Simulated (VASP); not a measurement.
SiSe:

```
CELL_PARAMETERS angstrom
3.59520 0.00000 0.00000
-1.79760 3.11353 0.00000
0.00000 0.00000 3.59873
ATOMIC_POSITIONS crystal
Si 0.66667 0.33333 0.50000
Se 0.00000 0.00000 0.00000
```

Base run:

| Quantity | Value |
| --- | --- |
| Program | VASP 6.6.1 |
| Functional | PBE |
| Potentials or basis | VASP PAW PBE potentials, release 64 (Si, Se) |
| Cutoff | 500 eV |
| k mesh | 7 × 7 × 6 |
| Occupations | fermi-dirac, width 0.05 eV |
| Spin | no spin polarisation |

Its results: band gap on the k mesh zero (band 5 reaches 7.67 eV, above the bottom of band 6 at 4.46 eV); pressure -0.5 GPa.

Problem. The run is repeated on the same cell with these changes: functional from PBE to r2SCANh; cutoff from 500 eV to 520 eV; k mesh from 7 × 7 × 6 to 5 × 5 × 4. What comes out?

Solution. Band gap on the k mesh zero (band 5 reaches 8.19 eV, above the bottom of band 6 at 4.61 eV); pressure -1.8 GPa.

Several settings changed at once, so the effect can't be laid on one alone.

Caveats: some runs use coarse meshes; the PAW data sets were made with another functional, which shifts forces and pressure a little (some runs).
